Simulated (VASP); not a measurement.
# BN (C2) in VASP: a series of runs

BN is run at these levels: PBE; tasks: single point.

Program: VASP 6.6.1. These are calculated values, not measurements. Logs are shortened: lines on timing, memory, paths and dates and some standing lists are left out, and cuts for length are marked.

### 1 The cell of the first run

Symmetry: C2, No. 5, monoclinic system. The conventional cell has a = 3.648 Å, b = 3.625 Å, c = 2.297 Å, α = 90.00°, β = 128.02°, γ = 90.00°. B (site symmetry 2) has 4 N at 1.46 to 1.70 Å within 2.0 Å. Within 2.0 Å of N (site symmetry 2) lie 4 B at 1.46 to 1.70 Å.

### 2 Single point, PBE (engineering shear strain xz -0.2250, normal strain along z +0.0175)

Input file INCAR:

```
ALGO = Normal
EDIFF = 1E-7
ENCUT = 520
GGA = PE
ISIF = 2
ISMEAR = 0
LASPH = True
LCHARG = False
LREAL = False
LWAVE = False
NBANDS = 11
NELM = 80
PREC = Accurate
SIGMA = 0.05
```

Input file KPOINTS:

```
k-points
0
Gamma
  12 12 12
```

Input file POSCAR:

```
BN
1.0
   -0.2038943003      1.8441106719      1.8123937807
    1.8123937807     -0.2038943003      1.8123937807
    1.6084994804      1.6402163715      0.0000000000
B N
1 1
Direct
    0.0000000000      0.0000000000      0.0000000000
    0.7500000000      0.7500000000      0.7500000000
```

Potentials or basis: VASP PAW PBE potentials, release 64 (B, N).

Started as:

```sh
$ cat potpaw_PBE.64/B/POTCAR potpaw_PBE.64/N/POTCAR > POTCAR
$ mpirun -np 1 vasp_std > vasp.out
```

OUTCAR:

```text
EDIFF = 1E-7
   ENCUT = 520
   GGA = PE
   ISIF = 2
   ISMEAR = 0
   LASPH = True
   LREAL = False
   NELM = 80
   PREC = Accurate

 ion  position               nearest neighbor table
   1  0.000  0.000  0.000-   2 1.46   2 1.46   2 1.70   2 1.70
   2  0.750  0.750  0.750-   1 1.46   1 1.46   1 1.70   1 1.70

  LATTYP: Found a base centered monoclinic cell.
 ALAT       =     3.6476535483
 B/A-ratio  =     0.9937313162
 C/A-ratio  =     0.6298017214
 COS(beta)  =    -0.6159620522

  Lattice vectors:

 A1 = (  -1.8123937807,   0.2038943003,  -1.8123937807)
 A2 = (  -1.8123937807,   0.2038943004,   1.8123937807)
 A3 = (   1.6084994804,   1.6402163715,   0.0000000000)

Analysis of symmetry for initial positions (statically):
=====================================================================
 Subroutine PRICEL returns:
 Original cell was already a primitive cell.

 Routine SETGRP: Setting up the symmetry group for a
 base centered monoclinic supercell.

 Subroutine GETGRP returns: Found  2 space group operations
 (whereof  2 operations were pure point group operations)
 out of a pool of  4 trial point group operations.

The static configuration has the point symmetry C_2 .

Analysis of symmetry for dynamics (positions and initial velocities):
=====================================================================
 Subroutine PRICEL returns:
 Original cell was already a primitive cell.

 Routine SETGRP: Setting up the symmetry group for a
 base centered monoclinic supercell.

 Subroutine GETGRP returns: Found  2 space group operations
 (whereof  2 operations were pure point group operations)
 out of a pool of  4 trial point group operations.

The dynamic configuration has the point symmetry C_2 .

 Subroutine INISYM returns: Found  2 space group operations
 (whereof  2 operations are pure point group operations),
 and found     1 'primitive' translations

----------------------------------------------------------------------------------------

                                     Primitive cell

  volume of cell :      11.9643

  direct lattice vectors                    reciprocal lattice vectors
    -0.203894300  1.844110672  1.812393781    -0.248466295  0.243661699  0.275878236
     1.812393781 -0.203894300  1.812393781     0.248466295 -0.243661699  0.275878236
     1.608499480  1.640216371  0.000000000     0.310239684  0.305435087 -0.275878236

  length of vectors
[... 84 lines left out ...]
   EDIFFG = 0.1E-05   stopping-criterion for IOM
   NSW    =      0    number of steps for IOM
   IBRION =     -1    ionic relax: 0-MD 1-quasi-New 2-CG
   NFREE  =      0    steps in history (QN), initial steepest desc. (CG)
   ISIF   =      2    stress and relaxation
   ISYM   =      2    0-nonsym 1-usesym 2-fastsym
   POTIM  = 0.5000    time-step for ionic-motion
   TEBEG  =    0.0;   TEEND  =   0.0 temperature during run
   PSTRESS=    0.0 pullay stress
   NELECT =       8.0000    total number of electrons
   NUPDOWN=      -1.0000    fix difference up-down
   EMIN   =  10.00;   EMAX   =-10.00  energy-range for DOS
   EFERMI =   0.00;   METHOD = LEGACY
   ISMEAR =     0;   SIGMA  =   0.05  broadening in eV -4-tet -1-fermi 0-gaus
   EFERMI_NEDOS =   21; number of points for ismear=-14 and -15
   IALGO  =     38    algorithm
   IMIX   =      4    mixing-type and parameters
     AMIX     =   0.40;   BMIX     =  1.00
     AMIX_MAG =   1.60;   BMIX_MAG =  1.00
  volume/ion in A,a.u.               =       5.98        40.37
  Fermi-wavevector in a.u.,A,eV,Ry     =   1.431560  2.705255 27.883273  2.049363
  Thomas-Fermi vector in A             =   2.551283
   LORBIT       =      0    0 simple, 1 ext, 2 COOP (PROOUT), +10 PAW based schemes
   GGA     = PE    functional components
   LHFCALC =     F    Hartree Fock is set to
   AEXX    =    0.0000 exact exchange contribution
   IVDW    =     0    specifies the selected vdW correction
   LEPSILON=     F    determine dielectric tensor
   LRPA    =     F    only Hartree local field effects (RPA)
 non-spin polarized calculation
 Gauss-broadening in eV      SIGMA  =   0.05
  energy-cutoff  :      520.00
  volume of cell :       11.96
 maximum number of plane-waves:       336
   NGX =  9   NGY =  9   NGZ =  9

 number of electron       8.0000000 magnetization

 Free energy of the ion-electron system (eV)
  ---------------------------------------------------
  ext. energy  EPLUGINS =         0.00000000
  ---------------------------------------------------
  free energy    TOTEN  =       -16.62205254 eV

  energy without entropy =      -16.62205254  energy(sigma->0) =      -16.62205254

 E-fermi :   8.2361     XC(G=0): -12.7429

 val. band max:        7.8801133373   @ k =   0.0000   0.0000   0.0000
 cond. band min:       9.7961905343   @ k =   0.5000   0.5000   0.0000
 fundamental gap:      1.9160771969
 Fermi energy:         8.2360763254

 k-point     1 :       0.0000    0.0000    0.0000
  band No.  band energies     occupation
      1     -12.9715      2.00000
      2       6.7389      2.00000
      3       6.8568      2.00000
      4       7.8801      2.00000
      5      12.3941      0.00000
      6      13.4035      0.00000
      7      19.3481      0.00000
      8      21.5720      0.00000
      9      31.7351      0.00000
     10      34.2755      0.00000
     11      34.9321      0.00000
[... 309 lines left out ...]
 k-point    24 :      -0.4167    0.1667    0.0000
  band No.  band energies     occupation
      1      -9.4433      2.00000
      2      -2.8122      2.00000
      3       3.4369      2.00000
      4       6.0614      2.00000
      5      16.5235      0.00000
      6      20.2057      0.00000
      7      21.7122      0.00000
      8      22.1948      0.00000
      9      27.0275      0.00000
     10      33.0314      0.00000
     11      36.0387      0.00000

 [... further k-points ...]
[... 5 lines left out ...]
  --------------------------------------------------------------------------------------
  -------------------------------------------------------------------------------------
  Total        2.0380998      1.3443817      0.2868177      7.4077148      0.0000000      0.0000000
  in kB      272.9290838    180.0308611     38.4087567    991.9930182      0.0000000      0.0000000
  external PRESSURE =     163.7895672 kB  Pullay stress =       0.0000000 kB

 VOLUME and BASIS-vectors are now :
 -----------------------------------------------------------------------------
  energy-cutoff  :      520.00
  volume of cell :       11.96
      direct lattice vectors                 reciprocal lattice vectors
    -0.203894300  1.844110672  1.812393781    -0.248466295  0.243661699  0.275878236
     1.812393781 -0.203894300  1.812393781     0.248466295 -0.243661699  0.275878236
     1.608499480  1.640216371  0.000000000     0.310239684  0.305435087 -0.275878236

 POSITION                                       TOTAL-FORCE (eV/Angst)
 -----------------------------------------------------------------------------------
      0.00000      0.00000      0.00000         0.000000      0.000000      0.356926
      2.41275      2.46032      2.71859        -0.000000     -0.000000     -0.356926
 -----------------------------------------------------------------------------------
    total drift:                                0.000002      0.000002      0.000029

  FREE ENERGIE OF THE ION-ELECTRON SYSTEM (eV)
  ---------------------------------------------------
  free  energy   TOTEN  =       -16.6220525389 eV

  energy  without entropy=      -16.6220525389  energy(sigma->0) =      -16.62205254
```

It took 22 s on 1 thread of Intel Xeon 6975P-C (Granite Rapids), shared host; peak memory 0.17 GiB.

What came out:

- Free energy: -16.6221 eV
- Pressure: 16.4 GPa
- Largest force: 0.357 eV/Å
- Band gap on the k mesh: 1.92 eV, indirect (least direct gap 4.51 eV)

Forces on the atoms (eV/Å):
```
B    0.000  0.000  0.357
N    0.000  0.000 -0.357
```

Levels at points of the mesh, in eV from the valence-band top:
```tsv
k point	band 2	band 3	band 4	band 5	band 6	band 7
(0.00, 0.00, 0.00)	-1.14	-1.02	0.00	4.51	5.52	11.47
(0.50, 0.00, 0.00)	-11.45	-1.81	-1.43	7.34	12.33	12.89
(0.50, 0.50, 0.00)	-9.40	-7.33	-3.23	1.92	11.52	16.87
(0.00, 0.00, 0.50)	-10.91	-3.62	-2.84	6.83	8.04	11.19
(0.50, 0.00, 0.50)	-9.76	-5.16	-4.96	4.07	8.89	14.48
(0.00, 0.50, 0.50)	-9.54	-5.39	-5.16	3.77	8.49	14.50
```

Caveat: the cell differs from its parent crystal (engineering shear strain xz -0.2250, normal strain along z +0.0175). A k mesh can miss the band edges.

### 3 Single point, PBE (engineering shear strain xz -0.2250, normal strain along z +0.0350)

Input file INCAR:

```
SYSTEM = BN
PREC = Accurate
ENCUT = 520
EDIFF = 1E-6
ISMEAR = 0
SIGMA = 0.05
LREAL = .False.
LASPH = .True.
NELM = 60
ALGO = Normal
ISIF = 2
LWAVE = .False.
LCHARG = .True.
GGA = PE
LELF = .True.
LVHAR = .True.
NBANDS = 11
```

Input file KPOINTS:

```
Automatic mesh
0
Gamma
  12 12 12
  0 0 0
```

Input file POSCAR:

```
BN
1.0
   -0.2038943003      1.8758275630      1.8123937807
    1.8123937807     -0.2038943003      1.8123937807
    1.6084994804      1.6719332627      0.0000000000
B N
1 1
Direct
    0.0000000000      0.0000000000      0.0000000000
    0.7500000000      0.7500000000      0.7500000000
```

Potentials or basis: VASP PAW PBE potentials, release 64 (B, N).

Started as:

```sh
$ cat potpaw_PBE.64/B/POTCAR potpaw_PBE.64/N/POTCAR > POTCAR
$ mpirun -np 1 vasp_std > vasp.out
```

Wall time 20 s (1 thread of Intel Xeon 6975P-C (Granite Rapids), shared host); peak memory 0.17 GiB.

The run converged. Its results:

| Property | Result |
| --- | --- |
| Free energy | -16.6509 eV |
| Pressure | 9.4 GPa |
| Largest force | 0.175 eV/Å |
| Band gap on the k mesh | 1.97 eV, indirect (least direct gap 4.53 eV) |

Forces in eV/Å, atoms in the order of the input:
```
B    0.000  0.000  0.175
N    0.000  0.000 -0.175
```

Stress tensor (GPa, compression positive):
```
22.99 92.76  0.00
92.76  4.33  0.00
 0.00  0.00  0.78
```

Levels at points of the mesh, in eV from the valence-band top:
```csv
k point,band 1,band 2,band 3,band 4,band 5,band 6,band 7,band 8
"(0.00, 0.00, 0.00)",-20.56,-0.97,-0.91,0.00,4.53,5.64,11.40,13.45
"(0.50, 0.00, 0.00)",-17.37,-11.18,-1.69,-1.35,7.45,11.98,12.88,14.35
"(0.50, 0.50, 0.00)",-15.44,-9.11,-7.15,-3.21,1.97,11.29,16.65,17.55
"(0.00, 0.00, 0.50)",-15.59,-10.68,-3.51,-2.67,6.53,8.18,11.32,14.90
"(0.50, 0.00, 0.50)",-15.23,-9.69,-4.85,-4.66,4.34,9.12,14.30,15.53
"(0.00, 0.50, 0.50)",-14.86,-9.26,-5.29,-5.06,3.74,8.34,14.33,15.68
```

Caveat: the cell differs from its parent crystal (engineering shear strain xz -0.2250, normal strain along z +0.0350). A k mesh can miss the band edges.

### 4 Single point, PBE (engineering shear strain xz -0.1500, normal strain along z +0.0350)

Input file INCAR:

```
SYSTEM = BN
PREC = Accurate
ENCUT = 520
EDIFF = 1E-7
ISMEAR = 0
SIGMA = 0.05
LREAL = .FALSE.
LASPH = .TRUE.
NELM = 60
ALGO = Normal
ISIF = 2
LWAVE = .FALSE.
LCHARG = .FALSE.
GGA = PE
NBANDS = 11
```

Input file KPOINTS:

```
regular mesh
0
G
  12 12 12
  0 0 0
```

Input file POSCAR:

```
BN
1.0
   -0.1359295336      1.8758275630      1.8123937807
    1.8123937807     -0.1359295336      1.8123937807
    1.6764642471      1.7398980295      0.0000000000
B N
1 1
Direct
    0.0000000000      0.0000000000      0.0000000000
    0.7500000000      0.7500000000      0.7500000000
```

Started as:

```sh
$ cat potpaw_PBE.64/B/POTCAR potpaw_PBE.64/N/POTCAR > POTCAR
$ mpirun -np 1 vasp_std > vasp.out
```

Run time: 22 s. Hardware: 1 thread of Intel Xeon 6975P-C (Granite Rapids), shared host; peak memory 0.17 GiB.

It converged, with:

| Item | Value |
| --- | --- |
| Free energy | -17.0855 eV |
| Pressure | -2.6 GPa |
| Largest force | 0.046 eV/Å |
| Band gap on the k mesh | 3.00 eV, indirect (least direct gap 6.03 eV) |

Forces on the atoms (eV/Å):
```
B    0.000  0.000  0.046
N    0.000  0.000 -0.046
```

Stress tensor (GPa, compression positive):
```
  7.38  59.97   0.00
 59.97 -12.77   0.00
  0.00   0.00  -2.42
```

Levels at points of the mesh, in eV from the valence-band top:
| k point | band 1 | band 2 | band 3 | band 4 | band 5 | band 6 | band 7 | band 8 | band 9 |
| --- | --- | --- | --- | --- | --- | --- | --- | --- | --- |
| (0.00, 0.00, 0.00) | -20.16 | -0.57 | -0.42 | 0.00 | 6.03 | 6.65 | 10.45 | 11.98 | 23.84 |
| (0.50, 0.00, 0.00) | -16.71 | -10.79 | -1.78 | -1.37 | 8.68 | 11.18 | 12.20 | 14.31 | 21.74 |
| (0.50, 0.50, 0.00) | -14.86 | -8.81 | -6.33 | -3.76 | 3.00 | 10.00 | 16.81 | 17.46 | 19.81 |
| (0.00, 0.00, 0.50) | -15.52 | -10.47 | -2.93 | -2.35 | 7.37 | 8.96 | 11.31 | 14.91 | 21.98 |
| (0.50, 0.00, 0.50) | -14.97 | -9.33 | -4.65 | -4.56 | 4.54 | 9.29 | 15.47 | 16.35 | 21.06 |
| (0.00, 0.50, 0.50) | -14.60 | -8.88 | -5.09 | -4.99 | 3.96 | 8.51 | 15.45 | 16.58 | 21.54 |

Caveat: the cell differs from its parent crystal (engineering shear strain xz -0.1500, normal strain along z +0.0350). A k mesh can miss the band edges.

### 5 Single point, PBE (engineering shear strain xz -0.3000, normal strain along z +0.0525)

Input file INCAR:

```
SYSTEM = BN
  ALGO = Normal
  EDIFF = 1E-6
  ENCUT = 520
  GGA = PE
  ISIF = 2
  ISMEAR = 0
  LASPH = .TRUE.
  LCHARG = .FALSE.
  LREAL = .FALSE.
  LWAVE = .FALSE.
  NBANDS = 11
  NELM = 80
  PREC = Accurate
  SIGMA = 0.05
```

Input file KPOINTS:

```
k-points
0
G
  12 12 12
  0 0 0
```

Input file POSCAR:

```
BN
1.0
   -0.2718590671      1.9075444542      1.8123937807
    1.8123937807     -0.2718590671      1.8123937807
    1.5405347136      1.6356853871      0.0000000000
B N
1 1
Direct
    0.0000000000      0.0000000000      0.0000000000
    0.7500000000      0.7500000000      0.7500000000
```

Started as:

```sh
$ cat potpaw_PBE.64/B/POTCAR potpaw_PBE.64/N/POTCAR > POTCAR
$ mpirun -np 1 vasp_std > vasp.out
```

It took 1.8 min on 1 thread of AMD EPYC 7R13, shared host; peak memory 0.14 GiB.

Results (log left out):

- Free energy: -16.0585 eV
- Pressure: 19.3 GPa
- Largest force: 0.197 eV/Å
- Band gap on the k mesh: 0.90 eV, indirect (least direct gap 3.02 eV)

Forces in eV/Å, atoms in the order of the input:
```
B    0.000  0.000  0.197
N    0.000  0.000 -0.197
```

Stress tensor (GPa, compression positive):
```
 40.21 120.58   0.00
120.58  15.28   0.00
  0.00   0.00   2.52
```

Levels at points of the mesh, in eV from the valence-band top:
```
           k point  band 1  band 2  band 3  band 4  band 5  band 6  band 7  band 8  band 9
(0.00, 0.00, 0.00)  -20.84   -1.55   -1.30    0.00    3.02    4.71   12.29   14.65   23.44
(0.50, 0.00, 0.00)  -17.95  -11.44   -1.76   -1.17    6.13   11.83   13.30   14.97   18.94
(0.50, 0.50, 0.00)  -16.00   -9.26   -7.88   -2.69    0.90   12.53   16.13   17.51   18.68
(0.00, 0.00, 0.50)  -15.64  -10.79   -4.11   -2.81    5.43    7.56   11.21   14.88   20.53
(0.50, 0.00, 0.50)  -15.54  -10.11   -4.83   -4.53    4.30    9.03   13.03   14.38   22.34
(0.00, 0.50, 0.50)  -15.01   -9.53   -5.47   -5.08    3.41    7.94   13.04   14.48   22.91
```

Caveat: the cell differs from its parent crystal (engineering shear strain xz -0.3000, normal strain along z +0.0525). A k mesh can miss the band edges.

### 6 Single point, PBE (engineering shear strain xz -0.2250, normal strain along z +0.0525)

Input file INCAR:

```
SYSTEM = BN
  PREC = Accurate
  ENCUT = 520
  EDIFF = 1E-6
  ISMEAR = 0
  SIGMA = 0.05
  LREAL = .FALSE.
  LASPH = .TRUE.
  NELM = 80
  ALGO = Normal
  ISIF = 2
  LWAVE = .FALSE.
  LCHARG = .FALSE.
  GGA = PE
  NBANDS = 11
```

Input file KPOINTS:

```
regular mesh
0
G
  12 12 12
  0 0 0
```

Input file POSCAR:

```
BN
1.0
   -0.2038943003      1.9075444542      1.8123937807
    1.8123937807     -0.2038943003      1.8123937807
    1.6084994804      1.7036501539      0.0000000000
B N
1 1
Direct
    0.0000000000      0.0000000000      0.0000000000
    0.7500000000      0.7500000000      0.7500000000
```

Potentials or basis: VASP PAW PBE potentials, release 64 (B, N).

Started as:

```sh
$ cat potpaw_PBE.64/B/POTCAR potpaw_PBE.64/N/POTCAR > POTCAR
$ mpirun -np 1 vasp_std > vasp.out
```

It took 94 s on 1 thread of AMD EPYC 7R13, shared host; peak memory 0.14 GiB.

The run converged. Its results:

```
Free energy            : -16.6614 eV
Pressure               : 2.9 GPa
Band gap on the k mesh : 2.01 eV, indirect (least direct gap 4.53 eV)
```

Stress tensor (GPa, compression positive):
```
19.25 86.61  0.00
86.61 -8.81  0.00
 0.00  0.00 -1.80
```

Levels at points of the mesh, in eV from the valence-band top:
| k point | band 1 | band 2 | band 3 | band 4 | band 5 | band 6 | band 7 | band 8 | band 9 |
| --- | --- | --- | --- | --- | --- | --- | --- | --- | --- |
| (0.00, 0.00, 0.00) | -20.30 | -0.84 | -0.82 | 0.00 | 4.53 | 5.73 | 11.33 | 13.19 | 23.58 |
| (0.50, 0.00, 0.00) | -17.15 | -10.94 | -1.67 | -1.21 | 7.53 | 11.59 | 12.86 | 14.18 | 20.32 |
| (0.50, 0.50, 0.00) | -15.21 | -8.85 | -6.99 | -3.21 | 2.01 | 11.05 | 16.37 | 17.38 | 19.27 |
| (0.00, 0.00, 0.50) | -15.43 | -10.47 | -3.46 | -2.48 | 6.21 | 8.31 | 11.42 | 14.90 | 21.23 |
| (0.50, 0.00, 0.50) | -15.19 | -9.64 | -4.56 | -4.39 | 4.57 | 9.31 | 14.11 | 15.34 | 21.61 |
| (0.00, 0.50, 0.50) | -14.65 | -9.00 | -5.21 | -4.98 | 3.71 | 8.18 | 14.12 | 15.54 | 22.25 |

Caveat: the cell differs from its parent crystal (engineering shear strain xz -0.2250, normal strain along z +0.0525).

### 7 Overview

| cell | gap on the mesh (eV) | pressure (GPa) | largest force (eV/Å) |
| --- | --- | --- | --- |
| a = 2.594, b = 2.571, c = 2.297 Å, angles 64.1, 63.1, 67.6°, 2 atoms | 1.92 | 16.4 | 0.36 |
| a = 2.616, b = 2.571, c = 2.320 Å, angles 64.4, 62.4, 67.9°, 2 atoms | 1.97 | 9.4 | 0.18 |
| a = 2.612, b = 2.567, c = 2.416 Å, angles 63.1, 61.2, 65.5°, 2 atoms | 3.00 | -2.6 | 0.05 |
| a = 2.645, b = 2.577, c = 2.247 Å, angles 66.1, 63.0, 70.5°, 2 atoms | 0.90 | 19.3 | 0.20 |
| a = 2.639, b = 2.571, c = 2.343 Å, angles 64.8, 61.8, 68.1°, 2 atoms | 2.01 | 2.9 | - |

Alike in all rows: task single point; level PBE; potentials or basis VASP PAW PBE potentials, release 64 (B, N); no spin polarisation; k mesh 12 × 12 × 12; cutoff (eV) 520; smearing gaussian 0.05 eV.

Total energies depend on the potentials used, so only differences within one code and one set of settings carry meaning.
